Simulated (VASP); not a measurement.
Set up this calculation in VASP 6.6.1, as the native input.

```yaml
Task: single point
Functional: PBE
Potentials_or_basis: VASP PAW PBE potentials, release 64 (Mo_sv, Si)
Cutoff: 520 eV
k_mesh: 5 × 5 × 1
Occupations: gaussian, width 0.1 eV
Spin: no spin polarisation
Dipole_correction: yes
Further_INCAR_settings: ALGO = Normal; EDIFF = 1e-06; NBANDS = 98
```

The structure of SiMo12 lies in POSCAR:

```
SiMo12
1.0
    5.4740406976      0.0000000000      0.0000000000
   -1.8246802325      5.1609750637      0.0000000000
    0.0000000000      0.0000000000     19.8082144280
Mo Si
12 1
Direct
    0.2500000000      0.2500000000      0.2019364246
    0.2500000000      0.7500000000      0.2019364246
    0.7500000000      0.2500000000      0.2019364246
    0.7500000000      0.7500000000      0.2019364246
    0.0000000000      0.0000000000      0.3106872620
    0.0000000000      0.5000000000      0.3106872620
    0.5000000000      0.0000000000      0.3106872620
    0.5000000000      0.5000000000      0.3106872620
    0.2500000000      0.2500000000      0.4194327792
    0.2500000000      0.7500000000      0.4194327792
    0.7500000000      0.2500000000      0.4194327792
    0.7500000000      0.7500000000      0.4194327792
    0.3333333333      0.6666666667      0.5302336899
```

These files were run (other wordings do the same):

INCAR

```
SYSTEM = SiMo12
PREC = Accurate
ENCUT = 520
EDIFF = 1E-6
ISMEAR = 0
SIGMA = 0.1
LREAL = .False.
LASPH = .True.
NELM = 100
ALGO = Normal
ISIF = 2
LWAVE = .False.
LCHARG = .False.
LDIPOL = .True.
IDIPOL = 3
DIPOL = 0.5 0.5 0.328
GGA = PE
NBANDS = 98
```

KPOINTS

```
Automatic mesh
0
Gamma
  5 5 1
  0 0 0
```

Potentials or basis: VASP PAW PBE potentials, release 64 (Mo_sv, Si).

Run with:

```console
$ cat potpaw_PBE.64/Mo_sv/POTCAR potpaw_PBE.64/Si/POTCAR > POTCAR
$ mpirun -np 1 vasp_std > vasp.out
```

It gave:

```
Largest force          : 0.825 eV/Å
Band gap on the k mesh : zero (band 86 reaches 2.53 eV, above the bottom of band 87 at 0.93 eV)
```

It took 14 min on 1 thread of AMD EPYC 9R45 96-Core Processor (Zen 5), with other jobs on the host, peak memory 0.71 GiB.
